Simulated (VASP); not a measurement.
## Nb: single point with PBE

Nb:

```
Nb
1.0
    -1.66395    1.66395    1.61403
     1.66395   -1.66395    1.61403
     1.66395    1.66395   -1.61403
Nb
1
Cartesian
  0.0000 0.0000 0.0000
```

This cell differs from its parent crystal: strain +0.000 along x and y, -0.030 along z.

| Item | Value |
| --- | --- |
| Program | VASP 6.6.1 |
| Task | single point |
| Functional | PBE |
| Potentials or basis | VASP PAW PBE potentials, release 64 (Nb_sv) |
| Cutoff | 520 eV |
| k mesh | 20 × 20 × 20 |
| Occupations | gaussian, width 0.15 eV |
| Spin | no spin polarisation |
| Dipole correction | no |
| Further INCAR settings | ALGO = Fast; EDIFF = 1e-06; NBANDS = 12 |

```yaml
Pressure: 2.0 GPa
```

Stress tensor (GPa, compression positive):
```
0.95 0.00 0.00
0.00 0.95 0.00
0.00 0.00 4.20
```

Levels at points of the mesh, in eV from the Fermi level:
```csv
k point,band 3,band 4,band 5,band 6,band 7,band 8,band 9,band 10
"(0.00, 0.00, 0.00)",-29.65,-29.65,-5.97,0.13,0.48,0.48,3.04,3.52
"(0.50, 0.00, 0.00)",-30.09,-29.68,-3.78,-1.81,2.39,3.40,4.17,6.44
"(0.50, 0.50, 0.00)",-30.06,-29.64,-3.74,-1.44,2.16,3.02,3.87,6.38
"(0.50, 0.50, 0.50)",-30.62,-30.54,-3.81,-3.73,5.61,5.61,5.72,8.89
```

It took 91 s on 1 thread of Intel(R) Xeon(R) 6975P-C (Granite Rapids), on a shared host, peak memory 0.24 GiB.

Caveat: the cell differs from its parent crystal (strain +0.000 along x and y, -0.030 along z).
